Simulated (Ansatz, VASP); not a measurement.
**One calculation of ScAlSbP3, two programs**

```
CELL_PARAMETERS angstrom
6.08607 0.00000 0.00000
-3.04304 5.27069 0.00000
0.00000 0.00000 3.84745
ATOMIC_POSITIONS crystal
Sc 0.00000 0.00000 0.00000
Al 0.33333 0.66667 0.00000
Sb 0.66667 0.33333 0.00000
P 0.03805 0.51902 0.50000
P 0.48098 0.51902 0.50000
P 0.48098 0.96195 0.50000
```

Change from the starting cell: species swapped into the YSiBRh3 type (P-6m2, No. 187).

Alike in both runs: functional PBE; k mesh 3 × 3 × 4; occupations gaussian, width 0.1 eV; no spin polarisation.

Ansatz relaxed the structure, and its values are those at the end. VASP's run is a single point on that final structure, the one shown.

|  | VASP | Ansatz |
| --- | --- | --- |
| version | VASP 6.6.1 | Ansatz 0.2.0 |
| potentials or method | VASP PAW PBE potentials, release 64 (Sc_sv, Al, Sb, P), cutoff 520 eV | scalar-relativistic, plane waves, PAW |
| valence electrons in the cell | 34 | 44 |

```tsv
	VASP	Ansatz	Ansatz less VASP
gap on the k mesh at the Fermi level (eV)	none	none	-
pressure (GPa)	0.2	0.3	+0.05
rms of the force components (eV/Å)	0.007	0.012	+0.0046
```

A gap of «none» marks a metal or a gap that the smearing closes. The functional is the same, so the differences come from potentials, cutoffs and numerics. VASP's potentials hold 34 valence electrons a cell and Ansatz's 44, so a difference there can come from the potentials and not from the codes.

The k mesh is coarse, so the values compare programs but aren't converged. Spin-orbit coupling is off throughout.
